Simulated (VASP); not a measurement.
A run of VASP 6.6.1 is set up as follows.

File INCAR:

```
SYSTEM = Li16HBr16
PREC = Accurate ; ENCUT = 650
EDIFF = 1E-6 ; ISMEAR = 0
SIGMA = 0.01 ; LREAL = Auto
LASPH = .True. ; NELM = 120
ALGO = Normal ; ISIF = 2
LWAVE = .False. ; LCHARG = .True.
GGA = PE ; LELF = .True.
LVHAR = .True. ; NBANDS = 102
NELECT = 160.0 ; GGA_COMPAT = .False.
```

The input KPOINTS:

```
Automatic mesh
0
Gamma
  2 2 2
  0.5 0.5 0.5
```

Contents of POSCAR:

```
Li16HBr16
1.0
    5.5088933364     -5.5088933364     -5.5088933364
   -5.5088933364     -5.5088933364      5.5088933364
   -5.5088933364      5.5088933364     -5.5088933364
Li Br H
16 16 1
Direct
    0.2461399734      0.2461399734      0.5048983405
    0.2461399734      0.5048983405      0.2461399734
    0.2538600266      0.7500000000      0.0087583671
    0.0087583671      0.2538600266      0.7500000000
    0.2538600266      0.0087583671      0.7500000000
   -0.0048983405      0.4912416329      0.4912416329
    0.0087583671      0.7500000000      0.2538600266
    0.7500000000      0.2538600266      0.0087583671
    1.0208427164      1.0208427164      1.0208427164
    0.7500000000      0.4791572836      0.7500000000
    0.7500000000      0.7500000000      0.4791572836
    0.5048983405      0.2461399734      0.2461399734
    0.7500000000      0.0087583671      0.2538600266
    0.4912416329      0.4912416329     -0.0048983405
    0.4791572836      0.7500000000      0.7500000000
    0.4912416329     -0.0048983405      0.4912416329
    0.2464706468      0.5003014690      0.7500000000
    0.2464706468      0.7500000000      0.5003014690
    0.2535293532      0.0038308222      0.2535293532
   -0.0003014690      0.4961691778     -0.0003014690
    0.2535293532      0.2535293532      0.0038308222
   -0.0188075289      0.7500000000      0.7500000000
   -0.0003014690     -0.0003014690      0.4961691778
    0.7500000000      0.5003014690      0.2464706468
    0.0038308222      0.2535293532      0.2535293532
    0.7500000000      0.7500000000     -0.0188075289
    0.7500000000     -0.0188075289      0.7500000000
    0.5188075289      0.5188075289      0.5188075289
    0.7500000000      0.2464706468      0.5003014690
    0.5003014690      0.7500000000      0.2464706468
    0.4961691778     -0.0003014690     -0.0003014690
    0.5003014690      0.2464706468      0.7500000000
    0.7500000000      0.7500000000      0.7500000000
```

Potentials or basis: VASP PAW PBE potentials, release 64 (Li_sv, Br, H).

The run is started by

```bash
$ cat potpaw_PBE.64/Li_sv/POTCAR potpaw_PBE.64/Br/POTCAR potpaw_PBE.64/H/POTCAR > POTCAR
$ mpirun -np 1 vasp_std > vasp.out
```

Question: Predict the largest force.

Answer: 0.031 eV/Å.

Forces on the atoms (eV/Å):
```
Li   0.001 -0.010  0.001
Li   0.001  0.001 -0.010
Li   0.001 -0.001  0.010
Li  -0.001  0.010  0.001
Li   0.001  0.010 -0.001
Li  -0.010 -0.001 -0.001
Li  -0.001  0.001  0.010
Li   0.010 -0.001  0.001
Li  -0.018 -0.018 -0.018
Li   0.018  0.018 -0.018
Li   0.018 -0.018  0.018
Li  -0.010  0.001  0.001
Li   0.010  0.001 -0.001
Li  -0.001 -0.010 -0.001
Li  -0.018  0.018  0.018
Li  -0.001 -0.001 -0.010
Br  -0.006 -0.024  0.006
Br  -0.006  0.006 -0.024
Br  -0.006 -0.006  0.024
Br   0.006  0.006  0.024
Br  -0.006  0.024 -0.006
Br  -0.001  0.001  0.001
Br   0.006  0.024  0.006
Br  -0.024 -0.006  0.006
Br   0.024 -0.006 -0.006
Br   0.001 -0.001  0.001
Br   0.001  0.001 -0.001
Br  -0.001 -0.001 -0.001
Br  -0.024  0.006 -0.006
Br   0.006 -0.006 -0.024
Br   0.024  0.006  0.006
Br   0.006 -0.024 -0.006
H    0.000  0.000  0.000
```

Caveat: the cell carries a net charge on a neutralising background, which shifts energy and pressure; the cell differs from its parent crystal (with an interstitial atom, then relaxed in part).
